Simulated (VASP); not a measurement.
## ScAlN2: single point with PBE

ScAlN2:

```
CELL_PARAMETERS angstrom
3.09011 0.00000 0.00000
0.00000 3.09011 0.00000
0.00000 0.00000 4.38872
ATOMIC_POSITIONS crystal
Sc 0.00000 0.00000 0.00000
N 0.00000 0.00000 0.50000
N 0.50000 0.50000 0.00000
Al 0.50000 0.50000 0.50000
```

This cell differs from its parent crystal: volume changed by +3%.

| Quantity | Value |
| --- | --- |
| Program | VASP 6.6.1 |
| Task | single point |
| Functional | PBE |
| Potentials or basis | VASP PAW PBE potentials, release 64 (Sc_sv, N, Al) |
| Cutoff | 520 eV |
| k mesh | 8 × 8 × 6 |
| Occupations | gaussian, width 0.01 eV |
| Spin | no spin polarisation |
| Dipole correction | no |
| Further INCAR settings | ALGO = Normal; EDIFF = 1e-06; NBANDS = 20 |

| Quantity | Value |
| --- | --- |
| Pressure | -5.3 GPa |
| Band gap on the k mesh | 0.77 eV, direct |

Stress tensor (GPa, compression positive):
```
-5.33  0.00  0.00
 0.00 -5.33  0.00
 0.00  0.00 -5.18
```

Levels at points of the mesh, in eV from the valence-band top:
```tsv
k point	band 9	band 10	band 11	band 12	band 13	band 14	band 15	band 16
(0.00, 0.00, 0.00)	-2.04	-0.04	0.00	0.00	0.77	1.95	3.81	3.81
(0.50, 0.00, 0.00)	-4.29	-2.73	-1.64	-1.18	4.32	4.55	5.06	6.13
(0.50, 0.50, 0.00)	-2.86	-1.24	-1.24	-0.78	1.29	1.29	1.81	5.52
(0.00, 0.00, 0.50)	-2.12	-2.12	-0.46	-0.46	1.02	4.54	4.82	5.07
(0.50, 0.00, 0.50)	-2.78	-2.69	-1.52	-1.38	4.60	4.96	5.27	5.27
(0.50, 0.50, 0.50)	-4.03	-2.70	-2.23	-2.23	3.83	3.83	5.19	6.01
```

Run time: 17 s on 1 thread of Intel(R) Xeon(R) 6975P-C (Granite Rapids) (shared host), peak memory 0.19 GiB.

 A k mesh can miss the band edges.
